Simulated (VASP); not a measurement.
# BN in VASP: single point with PBE+D3(BJ)

Aim: the single point of BN with PBE+D3(BJ).

Everything below comes from runs of VASP 6.6.1. Logs are shortened: lines on timing, memory, paths and dates and some standing lists are left out, and cuts for length are marked.

### 1 The cell of the first run

The cell holds a sheet with vacuum, 4 atoms: a = 2.508 Å, b = 2.508 Å, c = 18.000 Å, α = 90.00°, β = 90.00°, γ = 119.81°.

### 2 Single point, PBE+D3(BJ)

Contents of INCAR:

```
SYSTEM = BN
PREC = Accurate
ENCUT = 520
EDIFF = 1E-6
ISMEAR = 0
SIGMA = 0.1
LREAL = .FALSE.
LASPH = .TRUE.
NELM = 100
ALGO = Normal
ISIF = 2
LWAVE = .FALSE.
LCHARG = .TRUE.
LDIPOL = .TRUE.
IDIPOL = 3
DIPOL = 0.5 0.5 0.500
GGA = PE
IVDW = 12
LELF = .TRUE.
LVHAR = .TRUE.
LVACPOTAV = .TRUE.
NBANDS = 16
```

Contents of KPOINTS:

```
Automatic mesh
0
G
  8 8 1
  0 0 0
```

Contents of POSCAR:

```
BN
1.0
    2.5080410000      0.0000000000      0.0000000000
   -1.2467110000      2.1762310000      0.0000000000
    0.0000000000      0.0000000000     18.0000000000
B N
2 2
Direct
    0.9787399900      0.9825959900      0.4052083300
    0.5212600100      0.5174040100      0.5976138800
    0.6760065300      0.3398855000      0.4023861200
    0.8239934700      0.1601145000      0.5947916700
```

Potentials or basis: VASP PAW PBE potentials, release 64 (B, N).

Run with:

```sh
$ cat potpaw_PBE.64/B/POTCAR potpaw_PBE.64/N/POTCAR > POTCAR
$ mpirun -np 1 vasp_std > vasp.out
```

OUTCAR:

```text
SYSTEM = BN
   PREC = Accurate
   ENCUT = 520
   EDIFF = 1E-6
   ISMEAR = 0
   LREAL = .FALSE.
   LASPH = .TRUE.
   NELM = 100
   ISIF = 2
   GGA = PE
   IVDW = 12
 IVDW          = 12

 ion  position               nearest neighbor table
   1  0.979  0.983  0.405-   3 1.40   3 1.43   3 1.52
   2  0.521  0.517  0.598-   4 1.40   4 1.43   4 1.52
   3  0.676  0.340  0.402-   1 1.40   1 1.43   1 1.52
   4  0.824  0.160  0.595-   2 1.40   2 1.43   2 1.52

  LATTYP: Found a base centered orthorhombic cell.
 ALAT       =     2.5153398844
 B/A-ratio  =     1.7253462546
 C/A-ratio  =     7.1560905591

  Lattice vectors:

 A1 = (   2.5080410000,   0.0000000000,   0.0000000000)
 A2 = (  -1.2467110000,   2.1762310000,   0.0000000000)
 A3 = (   0.0000000000,   0.0000000000,  18.0000000000)

Analysis of symmetry for initial positions (statically):
=====================================================================
 Subroutine PRICEL returns:
 Original cell was already a primitive cell.

 Routine SETGRP: Setting up the symmetry group for a
 base centered orthorhombic supercell.

 Subroutine GETGRP returns: Found  1 space group operations
 (whereof  1 operations were pure point group operations)
 out of a pool of  8 trial point group operations.

The static configuration has the point symmetry C_1 .

Analysis of symmetry for dynamics (positions and initial velocities):
=====================================================================
 Subroutine PRICEL returns:
 Original cell was already a primitive cell.

 Routine SETGRP: Setting up the symmetry group for a
 base centered orthorhombic supercell.

 Subroutine GETGRP returns: Found  1 space group operations
 (whereof  1 operations were pure point group operations)
 out of a pool of  8 trial point group operations.

The dynamic configuration has the point symmetry C_1 .

 Subroutine INISYM returns: Found  1 space group operations
 (whereof  1 operations are pure point group operations),
 and found     1 'primitive' translations

----------------------------------------------------------------------------------------

                                     Primitive cell

  volume of cell :      98.2454

  direct lattice vectors                    reciprocal lattice vectors
     2.508041000  0.000000000  0.000000000     0.398717565  0.228415813  0.000000000
    -1.246711000  2.176231000  0.000000000     0.000000000  0.459510043  0.000000000
     0.000000000  0.000000000 18.000000000     0.000000000  0.000000000  0.055555556

  length of vectors
     2.508041000  2.508041005 18.000000000     0.459510044  0.459510043  0.055555556

  position of ions in fractional coordinates (direct lattice)
     0.978739990  0.982595990  0.405208330
     0.521260010  0.517404010  0.597613880
     0.676006530  0.339885500  0.402386120
     0.823993470  0.160114500  0.594791670

  ion indices of the primitive-cell ions
   primitive index   ion index
                 1           1
                 2           2
                 3           3
                 4           4

----------------------------------------------------------------------------------------

 KPOINTS: Automatic mesh

Automatic generation of k-mesh.
 Grid dimensions read from file:
 generate k-points for:    8    8    1

 Generating k-lattice:

  Cartesian coordinates                     Fractional coordinates (reciprocal lattice)
     0.049839696  0.028551977  0.000000000     0.125000000 -0.000000000  0.000000000
     0.000000000  0.057438755  0.000000000     0.000000000  0.125000000  0.000000000
     0.000000000  0.000000000  0.055555556     0.000000000  0.000000000  1.000000000

  Length of vectors
     0.057438755  0.057438755  0.055555556

  Shift w.r.t. Gamma in fractional coordinates (k-lattice)
     0.000000000  0.000000000  0.000000000

 Subroutine IBZKPT returns following result:
 ===========================================

 Found     34 irreducible k-points:

 Following reciprocal coordinates:
            Coordinates               Weight
  0.000000  0.000000  0.000000      1.000000
  0.125000  0.000000  0.000000      2.000000
  0.000000  0.125000  0.000000      2.000000
  0.250000  0.000000  0.000000      2.000000
  0.000000  0.250000  0.000000      2.000000
  0.375000  0.000000  0.000000      2.000000
[... 16 lines left out ...]
  0.375000  0.250000  0.000000      2.000000
  0.250000  0.375000  0.000000      2.000000
 [... further k-points ...]
   k-points           NKPTS =     34   k-points in BZ     NKDIM =     34   number of bands    NBANDS=     16
   number of dos      NEDOS =    301   number of ions     NIONS =      4
   total plane-waves  NPLWV =  56000
   dimension x,y,z NGX =    20 NGY =   20 NGZ =  140
   dimension x,y,z NGXF=    40 NGYF=   40 NGZF=  280
   ions per type =               2   2
   NGX,Y,Z   is equivalent  to a cutoff of  13.26, 13.26, 12.93 a.u.
   NGXF,Y,Z  is equivalent  to a cutoff of  26.51, 26.51, 25.86 a.u.
 SYSTEM =  BN
   PREC   = accura    normal or accurate (medium, high low for compatibility)
   ISTART =      0    job   : 0-new  1-cont  2-samecut
   ICHARG =      2    charge: 1-file 2-atom 10-const
   ISPIN  =      1    spin polarized calculation?
   LNONCOLLINEAR =      F non collinear calculations
   LSORBIT =      F    spin-orbit coupling
   LASPH  =      T    aspherical Exc in radial PAW
   ENCUT  =  520.0 eV  38.22 Ry    6.18 a.u.   4.66  4.66 33.47*2*pi/ulx,y,z
   NELM   =    100;   NELMIN=  2; NELMDL= -5     # of ELM steps
   EDIFF  = 0.1E-05   stopping-criterion for ELM
   LREAL  =      F    real-space projection
   EDIFFG = 0.1E-04   stopping-criterion for IOM
   NSW    =      0    number of steps for IOM
   IBRION =     -1    ionic relax: 0-MD 1-quasi-New 2-CG
   NFREE  =      0    steps in history (QN), initial steepest desc. (CG)
   ISIF   =      2    stress and relaxation
   ISYM   =      2    0-nonsym 1-usesym 2-fastsym
   POTIM  = 0.5000    time-step for ionic-motion
   TEBEG  =    0.0;   TEEND  =   0.0 temperature during run
   PSTRESS=    0.0 pullay stress
   NELECT =      16.0000    total number of electrons
   NUPDOWN=      -1.0000    fix difference up-down
   EMIN   =  10.00;   EMAX   =-10.00  energy-range for DOS
   EFERMI =   0.00;   METHOD = LEGACY
   ISMEAR =     0;   SIGMA  =   0.10  broadening in eV -4-tet -1-fermi 0-gaus
   EFERMI_NEDOS =   21; number of points for ismear=-14 and -15
   IALGO  =     38    algorithm
   IMIX   =      4    mixing-type and parameters
     AMIX     =   0.40;   BMIX     =  1.00
     AMIX_MAG =   1.60;   BMIX_MAG =  1.00
  volume/ion in A,a.u.               =      24.56       165.75
  Fermi-wavevector in a.u.,A,eV,Ry     =   0.894014  1.689441 10.874596  0.799260
  Thomas-Fermi vector in A             =   2.016164
   LORBIT       =      0    0 simple, 1 ext, 2 COOP (PROOUT), +10 PAW based schemes
   GGA     = PE    functional components
   LHFCALC =     F    Hartree Fock is set to
   AEXX    =    0.0000 exact exchange contribution
   IVDW    =    12    specifies the selected vdW correction
   LEPSILON=     F    determine dielectric tensor
   LRPA    =     F    only Hartree local field effects (RPA)
 non-spin polarized calculation
 Gauss-broadening in eV      SIGMA  =   0.10
  energy-cutoff  :      520.00
  volume of cell :       98.25
 maximum number of plane-waves:      2703
   NGX =  9   NGY =  9   NGZ = 67

 number of electron      16.0000000 magnetization

 dipolmoment           0.000000      0.000000     -0.025283 electrons x Angstroem

 Free energy of the ion-electron system (eV)
  ---------------------------------------------------
  ext. energy  EPLUGINS =         0.00000000
  ---------------------------------------------------
  free energy    TOTEN  =       -34.95268851 eV

  energy without entropy =      -34.95268851  energy(sigma->0) =      -34.95268851

 E-fermi :  -2.2479     XC(G=0):  -4.2140

 val. band max:       -2.7063745243   @ k =   0.2500   0.3750   0.0000
 cond. band min:       1.0687384325   @ k =   0.0000   0.5000   0.0000
 fundamental gap:      3.7751129568
 Fermi energy:        -2.2479276150

 k-point     1 :       0.0000    0.0000    0.0000
  band No.  band energies     occupation
      1     -20.6920      2.00000
      2     -20.2454      2.00000
      3      -8.5367      2.00000
      4      -7.5774      2.00000
      5      -5.1903      2.00000
      6      -4.7561      2.00000
[... 8 lines left out ...]
     15       7.3377      0.00000
     16       7.7535      0.00000

 k-point     2 :       0.1250    0.0000    0.0000
  band No.  band energies     occupation
      1     -20.3893      2.00000
      2     -19.9434      2.00000
      3      -8.1406      2.00000
      4      -7.1988      2.00000
      5      -5.6705      2.00000
      6      -5.2363      2.00000
[... 8 lines left out ...]
     15       7.5986      0.00000
     16       8.0222      0.00000

 k-point     3 :       0.0000    0.1250    0.0000
  band No.  band energies     occupation
      1     -20.4007      2.00000
      2     -19.9549      2.00000
      3      -8.1269      2.00000
      4      -7.1835      2.00000
      5      -6.1868      2.00000
      6      -5.7519      2.00000
[... 8 lines left out ...]
     15       7.9223      0.00000
     16       8.3609      0.00000

 k-point     4 :       0.2500    0.0000    0.0000
  band No.  band energies     occupation
      1     -19.5235      2.00000
      2     -19.0800      2.00000
      3      -7.8157      2.00000
      4      -7.3804      2.00000
      5      -6.9930      2.00000
      6      -6.4936      2.00000
[... 8 lines left out ...]
     15       7.2956      0.00000
     16       7.9300      0.00000
[... 324 lines left out ...]
 k-point    22 :       0.2500    0.2500    0.0000
  band No.  band energies     occupation
      1     -17.7577      2.00000
      2     -17.3195      2.00000
      3     -10.6219      2.00000
      4     -10.1849      2.00000
      5      -8.9206      2.00000
      6      -8.4848      2.00000
[... 8 lines left out ...]
     15      10.2991      0.00000
     16      10.6961      0.00000

 k-point    23 :       0.3750    0.2500    0.0000
  band No.  band energies     occupation
      1     -17.1514      2.00000
      2     -16.7152      2.00000
      3     -11.0825      2.00000
      4     -10.6431      2.00000
      5      -9.7852      2.00000
      6      -9.3489      2.00000
[... 8 lines left out ...]
     15      11.0972      0.00000
     16      11.6014      0.00000

 k-point    24 :       0.2500    0.3750    0.0000
  band No.  band energies     occupation
      1     -17.2224      2.00000
      2     -16.7866      2.00000
      3     -11.3304      2.00000
      4     -10.8923      2.00000
      5      -9.3879      2.00000
      6      -8.9502      2.00000
[... 8 lines left out ...]
     15      11.2823      0.00000
     16      11.6785      0.00000

 [... further k-points ...]

------------------------ aborting loop because EDIFF is reached ----------------------------------------

 Edisp (eV)   -0.41189

 E8    (eV) :    -0.1264

  FORCE on cell =-STRESS in cart. coord.  units (eV):
  Direction    XX          YY          ZZ          XY          YZ          ZX
  --------------------------------------------------------------------------------------
  -------------------------------------------------------------------------------------
  Total      -0.75264     1.41699    -0.09664    -1.25239    -0.04839     0.05704
  in kB     -12.27403    23.10819    -1.57604   -20.42394    -0.78921     0.93028
  external pressure =        3.09 kB  Pullay stress =        0.00 kB

 VOLUME and BASIS-vectors are now :
 -----------------------------------------------------------------------------
  energy-cutoff  :      520.00
  volume of cell :       98.25
      direct lattice vectors                 reciprocal lattice vectors
     2.508041000  0.000000000  0.000000000     0.398717565  0.228415813  0.000000000
    -1.246711000  2.176231000  0.000000000     0.000000000  0.459510043  0.000000000
     0.000000000  0.000000000 18.000000000     0.000000000  0.000000000  0.055555556

 POSITION                                       TOTAL-FORCE (eV/Angst)
 -----------------------------------------------------------------------------------
      1.22971      2.13836      7.29375         1.625796      2.093397     -0.704131
      0.66229      1.12599     10.75705        -1.625896     -2.093694     -0.724989
      1.27171      0.73967      7.24295        -1.642310     -2.079427      0.699633
      1.86699      0.34845     10.70625         1.642410      2.079725      0.729487
 -----------------------------------------------------------------------------------
    total drift:                                0.000009      0.000018     -0.000148

  FREE ENERGIE OF THE ION-ELECTRON SYSTEM (eV)
  ---------------------------------------------------
  free  energy   TOTEN  =       -35.3645778833 eV

  energy  without entropy=      -35.3645778833  energy(sigma->0) =      -35.36457788

 vacuum level on the upper side and lower side of the slab         2.566         3.403
```

Wall time 34 s (1 thread of Intel Xeon 6975P-C (Granite Rapids), shared host); peak memory 0.24 GiB.

Results:

```
Free energy                : -35.3646 eV
Largest force              : 2.749 eV/Å
Band gap on the k mesh     : 3.78 eV, indirect (least direct gap 4.13 eV)
Dispersion energy per atom : -0.103 eV
```

Forces in eV/Å, atoms in the order of the input:
```
B    1.626  2.093 -0.704
B   -1.626 -2.094 -0.725
N   -1.642 -2.079  0.700
N    1.642  2.080  0.729
```
